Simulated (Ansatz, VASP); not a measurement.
# One calculation of SrCl2, two programs

Contents of INCAR:

```
SYSTEM = SrCl2
PREC     = Accurate       ! precision mode
ENCUT    = 520            ! plane-wave cutoff, eV
EDIFF    = 1E-6           ! SCF threshold, eV
ISMEAR   = -1             ! smearing method
SIGMA    = 0.05           ! smearing width, eV
LREAL    = .FALSE.        ! projectors in reciprocal space
LASPH    = .TRUE.         ! aspherical terms in the spheres
NELM     = 100            ! most SCF steps
ALGO     = Normal         ! electronic algorithm
ISIF     = 2              ! what is computed and relaxed
LWAVE    = .FALSE.        ! write WAVECAR
LCHARG   = .FALSE.        ! write CHGCAR
NBANDS   = 19             ! bands
```

KPOINTS

```
regular mesh
0
G
  7 7 7
  0 0 0
```

POSCAR

```
SrCl2
1.0
    0.0000000000      3.4649375496      3.4649375496
    3.4649375496      0.0000000000      3.4649375496
    3.4649375496      3.4649375496      0.0000000000
Sr Cl
1 2
Direct
    0.0000000000      0.0000000000      0.0000000000
    0.7500000000      0.7500000000      0.7500000000
    0.2500000000      0.2500000000      0.2500000000
```

input.yaml

```yaml
crystal:
  lattice:
    - [0.0, 3.4649375496, 3.4649375496]
    - [3.4649375496, 0.0, 3.4649375496]
    - [3.4649375496, 3.4649375496, 0.0]
  atoms:
    - { symbol: Sr, position: [0.0, 0.0, 0.0] }
    - { symbol: Cl, position: [0.75, 0.75, 0.75] }
    - { symbol: Cl, position: [0.25, 0.25, 0.25] }
kpoints:
  mp_grid: { grid: [7, 7, 7] }
scf:
  occupations: { method: fermi_dirac, width: 0.05 }
hamiltonian:
  xc: lda
  pseudopotentials: { kind: all_electron, lapw: { basis_error: 0.002 } }
output:
  forces: true
  stress: true
  eigenvalues: true
```

Change from the starting cell: volume scaled by 0.98.

Alike in both runs: task single point; functional LDA; k mesh 7 × 7 × 7; occupations fermi-dirac, width 0.05 eV; no spin polarisation.

|  | VASP | Ansatz |
| --- | --- | --- |
| version | VASP 6.6.1 | Ansatz 0.2.0 |
| potentials or method | VASP PAW LDA potentials, release 64 (Sr_sv, Cl), cutoff 520 eV | all-electron LAPW, scalar-relativistic |

VASP gave:

```
gap on the k mesh at the Fermi level (eV) : 5.00
least direct gap on the mesh (eV)         : 5.32
pressure (GPa)                            : -2.1
```

Estimate Ansatz's values.

gap on the k mesh at the Fermi level (eV): 4.99; least direct gap on the mesh (eV): 5.31; pressure (GPa): -2.2.

LDA's correlation is that of Perdew and Zunger in VASP and of Perdew and Wang (1992) in Ansatz. Ansatz ran all-electron here, and VASP with PAW potentials.
